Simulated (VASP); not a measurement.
# HfSi3O8 (Pmm2) in VASP: further runs

The runs below take HfSi3O8 through single point, with PBEsol, r2SCAN, PBE.

All numbers are computed with VASP 6.6.1; they aren't measurements. Logs are shortened: lines on timing, memory, paths and dates and some standing lists are left out, and cuts for length are marked.

### Step 1. The cell of the first run

It takes space group Pmm2 (No. 25, orthorhombic). The conventional cell has a = 3.508 Å, b = 5.763 Å, c = 5.821 Å, α = 90.00°, β = 90.00°, γ = 90.00°. Within 2.2 Å of Si (site symmetry m) lie 6 O at 1.66 to 2.12 Å. Si (site symmetry mm2) has 6 O at 1.65 to 2.02 Å within 2.2 Å. Within 2.5 Å of Hf (site symmetry mm2) lie 6 O at 1.89 to 2.35 Å. Within 2.4 Å of O (site symmetry mm2) lie 2 Si at 1.74 Å and 1 O at 2.34 Å. O (site symmetry m) has 1 Si at 1.65 Å and 1 Hf at 1.89 Å within 2.2 Å. Within 2.5 Å of O (site symmetry m) lie 3 Si at 1.85 to 2.02 Å and 1 Hf at 2.35 Å and 4 O at 2.43 to 2.47 Å. O (site symmetry mm2) has 2 Hf at 2.00 Å and 2 Si at 2.01 Å and 5 O at 2.34 to 2.47 Å within 2.7 Å. O (site symmetry mm2) has 2 Si at 1.66 Å within 2.2 Å.

### Step 2. Single point, PBEsol

The input, INCAR:

```
PREC = Accurate
ENCUT = 520
EDIFF = 1E-7
ISMEAR = -1
SIGMA = 0.02
LREAL = F
LASPH = T
NELM = 80
ALGO = Normal
ISIF = 2
LWAVE = F
LCHARG = F
GGA = PS
NBANDS = 47
```

The input, KPOINTS:

```
regular mesh
0
Gamma
  6 4 4
```

The input, POSCAR:

```
HfSi3O8
1.0
    3.5084805447      0.0000000000      0.0000000000
    0.0000000000      5.7625790669      0.0000000000
    0.0000000000      0.0000000000      5.8207605343
Si Hf O
3 1 8
Direct
    0.5000000000      0.2535305380      0.5621744345
    0.5000000000      0.7464694620      0.5621744345
    0.0000000000      0.5000000000     -0.0811330092
    0.0000000000      0.0000000000     -0.0332063434
    0.5000000000      0.0000000000      0.3990025059
    0.0000000000      0.2920794873      0.1126780293
    0.0000000000      0.2653721543      0.6602802991
    0.5000000000      0.0000000000      0.8005752392
    0.5000000000      0.5000000000      0.4130543221
    0.0000000000      0.7079205127      0.1126780293
    0.0000000000      0.7346278457      0.6602802991
    0.5000000000      0.5000000000      0.8314417596
```

Potentials or basis: VASP PAW PBE potentials, release 64 (Si, Hf_pv, O).

The run is started by

```console
cat potpaw_PBE.64/Si/POTCAR potpaw_PBE.64/Hf_pv/POTCAR potpaw_PBE.64/O/POTCAR > POTCAR
mpirun -np 1 vasp_std > vasp.out
```

OUTCAR:

```text
PREC = Accurate
   ENCUT = 520
   EDIFF = 1E-7
   ISMEAR = -1
   LREAL = F
   LASPH = T
   NELM = 80
   ISIF = 2
   GGA = PS

 ion  position               nearest neighbor table
   1  0.500  0.254  0.562-   9 1.66   5 1.74   7 1.85   7 1.85   8 2.01  12 2.12   2 2.84   2 2.92
                             3 3.07   3 3.07   4 3.28   4 3.28
   2  0.500  0.746  0.562-   9 1.66   5 1.74  11 1.85  11 1.85   8 2.01  12 2.12   1 2.84   1 2.92
                             3 3.07   3 3.07   4 3.28   4 3.28
   3  0.000  0.500  0.919-   6 1.65  10 1.65  12 1.83  12 1.83   7 2.02  11 2.02   4 2.89   4 2.89
                             1 3.07   1 3.07   2 3.07   2 3.07
   4  0.000  0.000  0.967-   6 1.89  10 1.89   8 2.00   8 2.00  11 2.35   7 2.35   3 2.89   3 2.89
                             1 3.28   1 3.28   2 3.28   2 3.28
   5  0.500  0.000  0.399-   1 1.74   2 1.74
   6  0.000  0.292  0.113-   3 1.65   4 1.89
   7  0.000  0.265  0.660-   1 1.85   1 1.85   3 2.02   4 2.35
   8  0.500  0.000  0.801-   4 2.00   4 2.00   1 2.01   2 2.01
   9  0.500  0.500  0.413-   1 1.66   2 1.66
  10  0.000  0.708  0.113-   3 1.65   4 1.89
  11  0.000  0.735  0.660-   2 1.85   2 1.85   3 2.02   4 2.35
  12  0.500  0.500  0.831-   3 1.83   3 1.83   1 2.12   2 2.12

  LATTYP: Found a simple orthorhombic cell.
 ALAT       =     3.5084805447
 B/A-ratio  =     1.6424714327
 C/A-ratio  =     1.6590545281

  Lattice vectors:

 A1 = (   3.5084805447,   0.0000000000,   0.0000000000)
 A2 = (   0.0000000000,   5.7625790669,   0.0000000000)
 A3 = (   0.0000000000,   0.0000000000,   5.8207605343)

Analysis of symmetry for initial positions (statically):
=====================================================================
 Subroutine PRICEL returns:
 Original cell was already a primitive cell.

 Routine SETGRP: Setting up the symmetry group for a
 simple orthorhombic supercell.

 Subroutine GETGRP returns: Found  4 space group operations
 (whereof  4 operations were pure point group operations)
 out of a pool of  8 trial point group operations.

The static configuration has the point symmetry C_2v.

Analysis of symmetry for dynamics (positions and initial velocities):
=====================================================================
 Subroutine PRICEL returns:
 Original cell was already a primitive cell.

 Routine SETGRP: Setting up the symmetry group for a
 simple orthorhombic supercell.

 Subroutine GETGRP returns: Found  4 space group operations
 (whereof  4 operations were pure point group operations)
 out of a pool of  8 trial point group operations.

The dynamic configuration has the point symmetry C_2v.

 Subroutine INISYM returns: Found  4 space group operations
 (whereof  4 operations are pure point group operations),
 and found     1 'primitive' translations

----------------------------------------------------------------------------------------

                                     Primitive cell

  volume of cell :     117.6835

  direct lattice vectors                    reciprocal lattice vectors
     3.508480545  0.000000000  0.000000000     0.285023670  0.000000000  0.000000000
     0.000000000  5.762579067  0.000000000     0.000000000  0.173533411  0.000000000
     0.000000000  0.000000000  5.820760534     0.000000000  0.000000000  0.171798856

  length of vectors
     3.508480545  5.762579067  5.820760534     0.285023670  0.173533411  0.171798856

  position of ions in fractional coordinates (direct lattice)
     0.500000000  0.253530538  0.562174435
     0.500000000  0.746469462  0.562174435
     0.000000000  0.500000000  0.918866991
     0.000000000  0.000000000  0.966793657
     0.500000000  0.000000000  0.399002506
     0.000000000  0.292079487  0.112678029
     0.000000000  0.265372154  0.660280299
     0.500000000  0.000000000  0.800575239
     0.500000000  0.500000000  0.413054322
     0.000000000  0.707920513  0.112678029
     0.000000000  0.734627846  0.660280299
     0.500000000  0.500000000  0.831441760

  ion indices of the primitive-cell ions
   primitive index   ion index
                 1           1
                 2           2
                 3           3
                 4           4
                 5           5
                 6           6
                 7           7
                 8           8
                 9           9
                10          10
                11          11
                12          12

----------------------------------------------------------------------------------------

 KPOINTS: regular mesh

Automatic generation of k-mesh.
 Grid dimensions read from file:
 generate k-points for:    6    4    4

 Generating k-lattice:

  Cartesian coordinates                     Fractional coordinates (reciprocal lattice)
     0.047503945  0.000000000  0.000000000     0.166666667  0.000000000  0.000000000
     0.000000000  0.043383353  0.000000000     0.000000000  0.250000000  0.000000000
     0.000000000  0.000000000  0.042949714     0.000000000  0.000000000  0.250000000

  Length of vectors
     0.047503945  0.043383353  0.042949714

  Shift w.r.t. Gamma in fractional coordinates (k-lattice)
     0.000000000  0.000000000  0.000000000

 Subroutine IBZKPT returns following result:
 ===========================================

 Found     36 irreducible k-points:

 Following reciprocal coordinates:
            Coordinates               Weight
  0.000000  0.000000  0.000000      1.000000
  0.166667  0.000000  0.000000      2.000000
  0.333333  0.000000  0.000000      2.000000
  0.500000  0.000000  0.000000      1.000000
  0.000000  0.250000  0.000000      2.000000
  0.166667  0.250000  0.000000      4.000000
[... 16 lines left out ...]
  0.333333  0.500000  0.250000      4.000000
  0.500000  0.500000  0.250000      2.000000
 [... further k-points ...]
   k-points           NKPTS =     36   k-points in BZ     NKDIM =     36   number of bands    NBANDS=     47
   number of dos      NEDOS =    301   number of ions     NIONS =     12
   total plane-waves  NPLWV =  64512
   dimension x,y,z NGX =    28 NGY =   48 NGZ =   48
   dimension x,y,z NGXF=    56 NGYF=   96 NGZF=   96
   ions per type =               3   1   8
   NGX,Y,Z   is equivalent  to a cutoff of  13.27, 13.85, 13.71 a.u.
   NGXF,Y,Z  is equivalent  to a cutoff of  26.54, 27.70, 27.42 a.u.
 SYSTEM =  unknown system
   PREC   = accura    normal or accurate (medium, high low for compatibility)
   ISTART =      0    job   : 0-new  1-cont  2-samecut
   ICHARG =      2    charge: 1-file 2-atom 10-const
   ISPIN  =      1    spin polarized calculation?
   LNONCOLLINEAR =      F non collinear calculations
   LSORBIT =      F    spin-orbit coupling
   LASPH  =      T    aspherical Exc in radial PAW
   ENCUT  =  520.0 eV  38.22 Ry    6.18 a.u.   6.52 10.71 10.82*2*pi/ulx,y,z
   NELM   =     80;   NELMIN=  2; NELMDL= -5     # of ELM steps
   EDIFF  = 0.1E-06   stopping-criterion for ELM
   LREAL  =      F    real-space projection
   EDIFFG = 0.1E-05   stopping-criterion for IOM
   NSW    =      0    number of steps for IOM
   IBRION =     -1    ionic relax: 0-MD 1-quasi-New 2-CG
   NFREE  =      0    steps in history (QN), initial steepest desc. (CG)
   ISIF   =      2    stress and relaxation
   ISYM   =      2    0-nonsym 1-usesym 2-fastsym
   POTIM  = 0.5000    time-step for ionic-motion
   TEBEG  =    0.0;   TEEND  =   0.0 temperature during run
   PSTRESS=    0.0 pullay stress
   NELECT =      70.0000    total number of electrons
   NUPDOWN=      -1.0000    fix difference up-down
   EMIN   =  10.00;   EMAX   =-10.00  energy-range for DOS
   EFERMI =   0.00;   METHOD = LEGACY
   ISMEAR =    -1;   SIGMA  =   0.02  broadening in eV -4-tet -1-fermi 0-gaus
   EFERMI_NEDOS =   21; number of points for ismear=-14 and -15
   IALGO  =     38    algorithm
   IMIX   =      4    mixing-type and parameters
     AMIX     =   0.40;   BMIX     =  1.00
     AMIX_MAG =   1.60;   BMIX_MAG =  1.00
  volume/ion in A,a.u.               =       9.81        66.18
  Fermi-wavevector in a.u.,A,eV,Ry     =   1.376794  2.601763 25.790680  1.895562
  Thomas-Fermi vector in A             =   2.502006
   LORBIT       =      0    0 simple, 1 ext, 2 COOP (PROOUT), +10 PAW based schemes
   GGA     = PS    functional components
   LHFCALC =     F    Hartree Fock is set to
   AEXX    =    0.0000 exact exchange contribution
   IVDW    =     0    specifies the selected vdW correction
   LEPSILON=     F    determine dielectric tensor
   LRPA    =     F    only Hartree local field effects (RPA)
 non-spin polarized calculation
  energy-cutoff  :      520.00
  volume of cell :      117.68
 maximum number of plane-waves:      3192
 NGX is ok and might be reduce to    28
   NGX = 13   NGY = 21   NGZ = 21

 number of electron      69.9999997 magnetization

 Free energy of the ion-electron system (eV)
  ---------------------------------------------------
  ext. energy  EPLUGINS =         0.00000000
  ---------------------------------------------------
  free energy    TOTEN  =      -101.10699537 eV

  energy without entropy =     -101.10699537  energy(sigma->0) =     -101.10699537

 E-fermi :   5.0553     XC(G=0): -11.5028

 val. band max:        4.5310322801   @ k =   0.3333   0.0000   0.5000
 cond. band min:       8.3419594670   @ k =   0.0000   0.0000   0.0000
 fundamental gap:      3.8109271869
 Fermi energy:         5.0553242738

 k-point     1 :       0.0000    0.0000    0.0000
  band No.  band energies     occupation
      1     -24.5420      2.00000
      2     -24.4487      2.00000
      3     -24.2942      2.00000
      4     -16.2156      2.00000
      5     -14.2642      2.00000
      6     -13.9345      2.00000
[... 39 lines left out ...]
     46      14.8582      0.00000
     47      15.1607      0.00000
[... 1148 lines left out ...]
     46      14.2389      0.00000
     47      14.9594      0.00000

 [... further k-points ...]

------------------------ aborting loop because EDIFF is reached ----------------------------------------

  FORCE on cell =-STRESS in cart. coord.  units (eV):
  Direction    XX          YY          ZZ          XY          YZ          ZX
  --------------------------------------------------------------------------------------
  -------------------------------------------------------------------------------------
  Total       -0.1926258      0.2478731     -0.3058046      0.0000000      0.0000000      0.0000000
  in kB       -2.6224630      3.3746150     -4.1633112      0.0000000      0.0000000      0.0000000
  external PRESSURE =      -1.1370531 kB  Pullay stress =       0.0000000 kB

 VOLUME and BASIS-vectors are now :
 -----------------------------------------------------------------------------
  energy-cutoff  :      520.00
  volume of cell :      117.68
      direct lattice vectors                 reciprocal lattice vectors
     3.508480545  0.000000000  0.000000000     0.285023670  0.000000000  0.000000000
     0.000000000  5.762579067  0.000000000     0.000000000  0.173533411  0.000000000
     0.000000000  0.000000000  5.820760534     0.000000000  0.000000000  0.171798856

 POSITION                                       TOTAL-FORCE (eV/Angst)
 -----------------------------------------------------------------------------------
      1.75424      1.46099      3.27228         0.000000     -0.048834      0.001415
      1.75424      4.30159      3.27228        -0.000000      0.048834      0.001415
      0.00000      2.88129      5.34850         0.000000      0.000000     -0.081027
      0.00000      0.00000      5.62747         0.000000      0.000000     -0.088789
      1.75424      0.00000      2.32250         0.000000      0.000000     -0.052103
      0.00000      1.68313      0.65587         0.000000     -0.188638      0.014901
      0.00000      1.52923      3.84333         0.000000     -0.039069      0.071301
      1.75424      0.00000      4.65996         0.000000      0.000000      0.120025
      1.75424      2.88129      2.40429         0.000000      0.000000     -0.064200
      0.00000      4.07945      0.65587         0.000000      0.188638      0.014901
      0.00000      4.23335      3.84333         0.000000      0.039069      0.071301
      1.75424      2.88129      4.83962         0.000000      0.000000     -0.009140
 -----------------------------------------------------------------------------------
    total drift:                                0.000000      0.000000     -0.000785

  FREE ENERGIE OF THE ION-ELECTRON SYSTEM (eV)
  ---------------------------------------------------
  free  energy   TOTEN  =      -101.1069953688 eV

  energy  without entropy=     -101.1069953688  energy(sigma->0) =     -101.10699537
```

Run time: 95 s. Hardware: 1 thread of Intel Xeon 6975P-C (Granite Rapids), shared host; peak memory 0.33 GiB.

Results:

```yaml
Free_energy: -101.1070 eV
Pressure: -0.1 GPa
Largest_force: 0.189 eV/Å
Band_gap_on_the_k_mesh: 3.81 eV (least direct gap 3.88 eV)
```

Forces in eV/Å, atoms in the order of the input:
```
Si   0.000 -0.049  0.001
Si   0.000  0.049  0.001
Si   0.000  0.000 -0.081
Hf   0.000  0.000 -0.089
O    0.000  0.000 -0.052
O    0.000 -0.189  0.015
O    0.000 -0.039  0.071
O    0.000  0.000  0.120
O    0.000  0.000 -0.064
O    0.000  0.189  0.015
O    0.000  0.039  0.071
O    0.000  0.000 -0.009
```

Levels at points of the mesh, in eV from the valence-band top:
| k point | band 32 | band 33 | band 34 | band 35 | band 36 | band 37 | band 38 | band 39 |
| --- | --- | --- | --- | --- | --- | --- | --- | --- |
| (0.00, 0.00, 0.00) | -0.77 | -0.50 | -0.31 | -0.07 | 3.81 | 4.74 | 5.69 | 6.18 |
| (0.50, 0.00, 0.00) | -1.01 | -0.79 | -0.54 | -0.11 | 4.82 | 5.79 | 6.24 | 6.54 |
| (0.00, 0.50, 0.00) | -0.92 | -0.79 | -0.62 | -0.08 | 5.33 | 6.04 | 6.05 | 6.11 |
| (0.50, 0.50, 0.00) | -0.93 | -0.87 | -0.79 | -0.28 | 5.04 | 5.81 | 6.13 | 7.76 |
| (0.00, 0.00, 0.50) | -1.01 | -0.76 | -0.42 | -0.14 | 4.36 | 5.49 | 6.04 | 6.30 |
| (0.50, 0.00, 0.50) | -1.13 | -0.14 | -0.12 | -0.03 | 5.29 | 5.69 | 6.17 | 6.48 |
| (0.00, 0.50, 0.50) | -1.05 | -0.66 | -0.62 | -0.57 | 5.31 | 6.00 | 6.15 | 6.67 |
| (0.50, 0.50, 0.50) | -0.82 | -0.51 | -0.25 | -0.11 | 5.41 | 5.98 | 5.98 | 8.12 |

Caveat: the PAW data sets were made with another functional, which shifts forces and pressure a little; spin-orbit coupling is left out, which moves the levels of the heavy elements.

[end of part 1 of 2]
